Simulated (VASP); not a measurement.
**Al2Cu: single point with r2SCAN**

Crystal: Al2Cu.

```
CELL_PARAMETERS angstrom
-2.02736 2.07804 2.86699
2.02736 -2.07804 2.86699
2.02736 2.07804 -2.86699
ATOMIC_POSITIONS crystal
Al 0.75000 0.25000 0.50000
Al 0.25000 0.75000 0.50000
Cu 0.50000 0.50000 0.00000
```

This cell differs from its parent crystal: strain +0.0250 x Voigt [0, 1, 0, 0, 0, 0].

```yaml
Program: VASP 6.6.1
Task: single point
Functional: r2SCAN
Potentials_or_basis: VASP PAW PBE potentials, release 64 (Al, Cu)
Cutoff: 520 eV
k_mesh: 16 × 16 × 16
Occupations: gaussian, width 0.15 eV
Spin: no spin polarisation
Dipole_correction: no
Further_INCAR_settings: ALGO = Normal; EDIFF = 1e-06; NBANDS = 16
```

```yaml
Pressure: -2.5 GPa
Largest_force: 0.105 eV/Å
Band_gap_on_the_k_mesh: zero (an odd number of electrons rules out a gap without spin polarisation)
```

Forces in eV/Å, atoms in the order of the input:
```
Al   0.000  0.000  0.105
Al   0.000  0.000 -0.105
Cu   0.000  0.000  0.000
```

Stress tensor (GPa, compression positive):
```
-0.84  0.00  0.00
 0.00 -5.13  0.00
 0.00  0.00 -1.60
```

Levels at points of the mesh, in eV from the Fermi level:
| k point | band 5 | band 6 | band 7 | band 8 | band 9 | band 10 | band 11 | band 12 | band 13 | band 14 |
| --- | --- | --- | --- | --- | --- | --- | --- | --- | --- | --- |
| (0.00, 0.00, 0.00) | -4.11 | -4.08 | 2.87 | 2.92 | 2.94 | 3.07 | 3.13 | 3.27 | 4.88 | 7.30 |
| (0.50, 0.00, 0.00) | -4.03 | -4.02 | -4.00 | 0.68 | 0.72 | 3.15 | 3.17 | 4.24 | 5.04 | 9.88 |
| (0.00, 0.50, 0.00) | -4.05 | -4.02 | -4.02 | 0.46 | 0.62 | 2.93 | 3.02 | 4.07 | 4.84 | 10.25 |
| (0.50, 0.50, 0.00) | -4.12 | -3.93 | -3.84 | -2.10 | -2.01 | 0.53 | 1.82 | 9.38 | 11.01 | 11.49 |
| (0.50, 0.50, 0.50) | -4.09 | -3.94 | -3.81 | -2.32 | -1.96 | 0.34 | 1.78 | 9.43 | 11.16 | 11.25 |

It took 15 min on 1 thread of Intel(R) Xeon(R) 6975P-C (Granite Rapids), with other jobs on the host, peak memory 0.56 GiB.

Caveat: the cell differs from its parent crystal (strain +0.0250 x Voigt [0, 1, 0, 0, 0, 0]); the PAW data sets were made with another functional, which shifts forces and pressure a little.
